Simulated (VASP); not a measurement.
Input of a VASP 6.6.1 run:

Contents of POSCAR:

```
LaTe
1.0
    0.0000000000      3.1255449818      3.1255449818
    3.1255449818      0.0000000000      3.1255449818
    3.1255449818      3.1255449818      0.0000000000
La Te
1 1
Direct
    0.0000000000      0.0000000000      0.0000000000
    0.5000000000      0.5000000000      0.5000000000
```

File INCAR.step1:

```
ALGO = Normal ; EDIFF = 1E-4
ENCUT = 520 ; GGA = PE
ISMEAR = 0 ; LASPH = True
LCHARG = False ; LREAL = False
LWAVE = True ; NBANDS = 16
NELM = 100 ; PREC = Accurate
SIGMA = 0.1
```

The input INCAR.step2:

```
ALGO = Normal ; BPARAM = 11.95
CPARAM = 0.0093 ; EDIFF = 1E-6
ENCUT = 520 ; ISIF = 2
ISMEAR = 0 ; ISTART = 1
IVDW_NL = 2 ; LASPH = True
LCHARG = False ; LMIXTAU = True
LREAL = False ; LUSE_VDW = True
LWAVE = False ; METAGGA = R2SCAN
NBANDS = 16 ; NELM = 100
PREC = Accurate ; SIGMA = 0.1
```

File KPOINTS:

```
k-points
0
Gamma
  12 12 12
```

Potentials or basis: VASP PAW PBE potentials, release 64 (La, Te).

The run is started by

```bash
$ cat potpaw_PBE.64/La/POTCAR potpaw_PBE.64/Te/POTCAR > POTCAR
$ cp INCAR.step1 INCAR
$ mpirun -np 1 vasp_std > vasp.out
$ cp INCAR.step2 INCAR
$ mpirun -np 1 vasp_std > vasp.out
```

Problem. Predict the pressure.

Solution. 7.7 GPa.

Caveat: the PAW data sets were made with another functional, which shifts forces and pressure a little.
